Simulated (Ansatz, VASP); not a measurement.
One calculation of InSb2, two programs

```
In Sb
1.0
     3.10827    1.79456    5.09700
    -3.10827    1.79456    5.09700
     0.00000   -3.58913    5.09700
In Sb
2 4
Direct
  0.12500 0.12500 0.12500
  0.87500 0.87500 0.87500
  0.50000 0.50000 0.00000
  0.00000 0.50000 0.50000
  0.50000 0.00000 0.50000
  0.50000 0.50000 0.50000
```

Change from the starting cell: species swapped into the TbCo2 type (R-3m, No. 166).

Alike in both runs: task relaxation of cell and atoms; functional PBE; k mesh 3 × 3 × 3; occupations gaussian, width 0.1 eV; no spin polarisation.

|  | VASP | Ansatz |
| --- | --- | --- |
| version | VASP 6.6.1 | Ansatz 0.2.0 |
| potentials or method | VASP PAW PBE potentials, release 64 (In_d, Sb), cutoff 600 eV | scalar-relativistic, plane waves, PAW |
| valence electrons in the cell | 46 | 86 |

```csv
,VASP,Ansatz,Ansatz less VASP
"gap on the k mesh at the Fermi level, each at its own relaxed structure (eV)",none,none,-
relaxed volume (Å³/atom),31.18,31.18,+0.003
relaxed cell length with the largest relative difference (Å),6.966,6.951,-0.0145
```

A gap of «none» marks a metal or a gap that the smearing closes. VASP's potentials hold 46 valence electrons a cell and Ansatz's 86, so a difference there can come from the potentials and not from the codes.

The k mesh is coarse, so the values compare programs but aren't converged. Spin-orbit coupling is off throughout.
